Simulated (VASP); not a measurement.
# CoC (Fm-3m) in VASP: single point with PBE

Aim: the single point of CoC with PBE.

All numbers are computed with VASP 6.6.1; they aren't measurements. Logs are shortened: lines on timing, memory, paths and dates and some standing lists are left out, and cuts for length are marked.

**1. The cell of the first run**

Symmetry: Fm-3m, No. 225, cubic system. Conventional cell: a = 4.168 Å, b = 4.168 Å, c = 4.168 Å, α = 90.00°, β = 90.00°, γ = 90.00°. Within 2.8 Å of Co (site symmetry m-3m) lie 6 C at 2.08 Å. C (site symmetry m-3m) has 6 Co at 2.08 Å within 2.8 Å.

**2. Single point, PBE, collinear spin, zero start**

The input, INCAR:

```
PREC = Accurate
ENCUT = 600
EDIFF = 1E-6
ISMEAR = -1
SIGMA = 0.1
LREAL = False
LASPH = True
NELM = 200
ALGO = Normal
ISIF = 2
LWAVE = False
LCHARG = True
ISPIN = 2
MAGMOM = 0 0
LORBIT = 11
LMAXMIX = 4
GGA = PE
LELF = True
LVHAR = True
NBANDS = 18
GGA_COMPAT = False
```

The input, KPOINTS:

```
regular mesh
0
Gamma
  6 6 6
```

The input, POSCAR:

```
CoC
1.0
    0.0000000000      2.0840000000      2.0840000000
    2.0840000000      0.0000000000      2.0840000000
    2.0840000000      2.0840000000      0.0000000000
Co C
1 1
Direct
    0.0000000000      0.0000000000      0.0000000000
    0.5000000000      0.5000000000      0.5000000000
```

Potentials or basis: VASP PAW PBE potentials, release 64 (Co, C).

The run is started by

```sh
cat potpaw_PBE.64/Co/POTCAR potpaw_PBE.64/C/POTCAR > POTCAR
mpirun -np 1 vasp_std > vasp.out
```

OUTCAR:

```text
PREC = Accurate
   ENCUT = 600
   EDIFF = 1E-6
   ISMEAR = -1
   LREAL = False
   LASPH = True
   NELM = 200
   ISIF = 2
   ISPIN = 2
   LORBIT = 11
   GGA = PE

 ion  position               nearest neighbor table
   1  0.000  0.000  0.000-   2 2.08   2 2.08   2 2.08   2 2.08   2 2.08   2 2.08
   2  0.500  0.500  0.500-   1 2.08   1 2.08   1 2.08   1 2.08   1 2.08   1 2.08

  LATTYP: Found a face centered cubic cell.
 ALAT       =     4.1680000000

  Lattice vectors:

 A1 = (   0.0000000000,   2.0840000000,   2.0840000000)
 A2 = (   2.0840000000,   0.0000000000,   2.0840000000)
 A3 = (   2.0840000000,   2.0840000000,   0.0000000000)

Analysis of symmetry for initial positions (statically):
=====================================================================
 Subroutine PRICEL returns:
 Original cell was already a primitive cell.

 Routine SETGRP: Setting up the symmetry group for a
 face centered cubic supercell.

 Subroutine GETGRP returns: Found 48 space group operations
 (whereof 48 operations were pure point group operations)
 out of a pool of 48 trial point group operations.

The static configuration has the point symmetry O_h .

Analysis of symmetry for dynamics (positions and initial velocities):
=====================================================================
 Subroutine PRICEL returns:
 Original cell was already a primitive cell.

 Routine SETGRP: Setting up the symmetry group for a
 face centered cubic supercell.

 Subroutine GETGRP returns: Found 48 space group operations
 (whereof 48 operations were pure point group operations)
 out of a pool of 48 trial point group operations.

The dynamic configuration has the point symmetry O_h .

Analysis of structural, dynamic, and magnetic symmetry:
=====================================================================
 Subroutine PRICEL returns:
 Original cell was already a primitive cell.

 Routine SETGRP: Setting up the symmetry group for a
 face centered cubic supercell.

 Subroutine GETGRP returns: Found 48 space group operations
 (whereof 48 operations were pure point group operations)
 out of a pool of 48 trial point group operations.

The overall configuration has the point symmetry O_h .

 Subroutine INISYM returns: Found 48 space group operations
 (whereof 48 operations are pure point group operations),
 and found     1 'primitive' translations

[... 109 lines left out ...]
   LORBIT       =     11    0 simple, 1 ext, 2 COOP (PROOUT), +10 PAW based schemes
   GGA     = PE    functional components
   LHFCALC =     F    Hartree Fock is set to
   AEXX    =    0.0000 exact exchange contribution
   IVDW    =     0    specifies the selected vdW correction
   LEPSILON=     F    determine dielectric tensor
   LRPA    =     F    only Hartree local field effects (RPA)
 spin polarized calculation
  energy-cutoff  :      600.00
  volume of cell :       18.10
 maximum number of plane-waves:       620
   NGX = 11   NGY = 11   NGZ = 11

 number of electron      12.9999996 magnetization      -0.0000122

 number of electron      12.9999996 magnetization       0.0000040

 Free energy of the ion-electron system (eV)
  ---------------------------------------------------
  ext. energy  EPLUGINS =         0.00000000
  ---------------------------------------------------
  free energy    TOTEN  =       -14.51211807 eV

  energy without entropy =      -14.45643297  energy(sigma->0) =      -14.48427552

 E-fermi :   9.0188     XC(G=0): -12.9820

 val. band max:        9.0164337203   @ k =  -0.3333   0.3333   0.0000
 cond. band min:       9.0665849728   @ k =  -0.3333   0.1667   0.0000
 fundamental gap:      0.0501512525
 Fermi energy:         9.0187673177

 spin component 1

 k-point     1 :       0.0000    0.0000    0.0000
  band No.  band energies     occupation
      1      -5.3432      1.00000
      2       6.9299      1.00000
      3       6.9299      1.00000
      4       6.9299      1.00000
      5       7.2716      1.00000
      6       7.2716      1.00000
[... 312 lines left out ...]
      4       5.2626      1.00000
      5       8.2626      0.99948
      6       8.3746      0.99841
[... 10 lines left out ...]
     17      41.3202      0.00000
     18      43.4706      0.00000
 Fermi energy:         9.0187673177

 spin component 2

 k-point     1 :       0.0000    0.0000    0.0000
  band No.  band energies     occupation
      1      -5.3432      1.00000
      2       6.9299      1.00000
      3       6.9299      1.00000
      4       6.9299      1.00000
      5       7.2716      1.00000
      6       7.2716      1.00000
[... 313 lines left out ...]
      5       8.2626      0.99948
      6       8.3746      0.99841
[... 10 lines left out ...]
     17      41.3202      0.00000
     18      43.4706      0.00000

------------------------ aborting loop because EDIFF is reached ----------------------------------------

  FORCE on cell =-STRESS in cart. coord.  units (eV):
  Direction    XX          YY          ZZ          XY          YZ          ZX
  --------------------------------------------------------------------------------------
  -------------------------------------------------------------------------------------
  Total       -3.2248604     -3.2248604     -3.2248604     -0.0000000     -0.0000000      0.0000000
  in kB     -285.4291722   -285.4291722   -285.4291722     -0.0000000     -0.0000000      0.0000000
  external PRESSURE =    -285.4291722 kB  Pullay stress =       0.0000000 kB

 VOLUME and BASIS-vectors are now :
 -----------------------------------------------------------------------------
  energy-cutoff  :      600.00
  volume of cell :       18.10
      direct lattice vectors                 reciprocal lattice vectors
     0.000000000  2.084000000  2.084000000    -0.239923225  0.239923225  0.239923225
     2.084000000  0.000000000  2.084000000     0.239923225 -0.239923225  0.239923225
     2.084000000  2.084000000  0.000000000     0.239923225  0.239923225 -0.239923225

 POSITION                                       TOTAL-FORCE (eV/Angst)
 -----------------------------------------------------------------------------------
      0.00000      0.00000      0.00000         0.000000      0.000000     -0.000000
      2.08400      2.08400      2.08400        -0.000000     -0.000000      0.000000
 -----------------------------------------------------------------------------------
    total drift:                                0.000000     -0.000000     -0.000000

  FREE ENERGIE OF THE ION-ELECTRON SYSTEM (eV)
  ---------------------------------------------------
  free  energy   TOTEN  =       -14.5121180660 eV

  energy  without entropy=      -14.4564329747  energy(sigma->0) =      -14.48427552

 total charge

# of ion       s       p       d       tot
------------------------------------------
    1        0.396   0.542   7.376   8.314
    2        0.882   1.362   0.000   2.244
--------------------------------------------------
tot          1.279   1.903   7.376  10.558

 magnetization (x)

# of ion       s       p       d       tot
------------------------------------------
    1        0.000   0.000   0.000   0.000
    2       -0.000  -0.000   0.000  -0.000
--------------------------------------------------
tot          0.000  -0.000   0.000   0.000
```

Run time: 25 s. Hardware: 1 thread of Intel Xeon 8259CL, shared host; peak memory 0.15 GiB.

Results:

```
Free energy                                           : -14.5121 eV
Pressure                                              : -28.5 GPa
Net moment                                            : 0.00 μB per cell
Valence electrons inside the program's atomic spheres : Co 8.31; C 2.24
```

Caveat: the k points lie up to 0.44 Å⁻¹ apart.
